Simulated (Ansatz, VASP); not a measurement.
**Sr in VASP and in Ansatz**

```
CELL_PARAMETERS angstrom
0.00000 4.86077 4.86077
4.86077 0.00000 4.86077
4.86077 4.86077 0.00000
ATOMIC_POSITIONS crystal
Sr 0.12500 0.12500 0.12500
Sr 0.87500 0.87500 0.87500
```

Alike in both runs: task single point; functional PBE; k mesh 10 × 10 × 10; occupations fermi-dirac, width 0.1 eV; no spin polarisation.

|  | VASP | Ansatz |
| --- | --- | --- |
| version | VASP 6.6.1 | Ansatz 0.2.0 |
| potentials or method | VASP PAW PBE potentials, release 64 (Sr_sv), cutoff 520 eV | plane waves (420 eV) with PAW, scalar-relativistic |
| valence electrons in the cell | 20 | 20 |

```csv
,VASP,Ansatz,Ansatz less VASP
pressure (GPa),-0.1,-0.1,0.00
```

With one functional, cell and mesh, what is left measures potentials, basis and numerics.
